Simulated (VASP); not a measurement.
Set up this calculation in VASP 6.6.1, as the native input.

```yaml
Task: single point
Functional: PBE
Potentials_or_basis: VASP PAW PBE potentials, release 64 (Gd, Mn_pv)
Cutoff: 520 eV
k_mesh: 8 × 8 × 8
Occupations: gaussian, width 0.05 eV
Spin: collinear spin, ferrimagnetic start
Starting_moments: "[8.09, -3.72] μB"
Hubbard_terms: Gd f U = 6.0 eV
Dipole_correction: no
Further_INCAR_settings: ALGO = Normal; EDIFF = 1e-06; NBANDS = 26
```

The structure of GdMn lies in POSCAR:

```
GdMn
1.0
    3.5142266204      0.0000000000      0.0000000000
    0.0000000000      3.5142266204      0.0000000000
    0.0000000000      0.0000000000      3.5142266204
Gd Mn
1 1
Direct
    0.0000000000      0.0000000000      0.0000000000
    0.5000000000      0.5000000000      0.5000000000
```

One way to write it, as run:

INCAR

```
SYSTEM = GdMn
PREC = Accurate ; ENCUT = 520
EDIFF = 1E-6 ; ISMEAR = 0
SIGMA = 0.05 ; LREAL = .FALSE.
LASPH = .TRUE. ; NELM = 150
ALGO = Normal ; ISIF = 2
LWAVE = .FALSE. ; LCHARG = .TRUE.
ISPIN = 2 ; MAGMOM = 8.09 -3.72
LORBIT = 11 ; LMAXMIX = 6
LDAU = .TRUE. ; LDAUTYPE = 2
LDAUL = 3 -1 ; LDAUU = 6 0
LDAUJ = 0 0 ; LDAUPRINT = 1
GGA = PE ; LELF = .TRUE.
LVHAR = .TRUE. ; NBANDS = 26
```

KPOINTS

```
Automatic mesh
0
G
  8 8 8
  0 0 0
```

Potentials or basis: VASP PAW PBE potentials, release 64 (Gd, Mn_pv).

Command:

```bash
$ cat potpaw_PBE.64/Gd/POTCAR potpaw_PBE.64/Mn_pv/POTCAR > POTCAR
$ mpirun -np 1 vasp_std > vasp.out
```

It gave:

| Quantity | Value |
| --- | --- |
| Pressure | 1.6 GPa |
| Net moment | 4.35 μB per cell |
| Site moments | Gd +7.13; Mn -3.30 μB |
| Valence electrons inside the program's atomic spheres | Gd 15.26; Mn 11.54 |

Wall time 2.4 min on 1 thread of Oxide Virtual Turin-like Processor, on a shared host, peak memory 0.19 GiB.
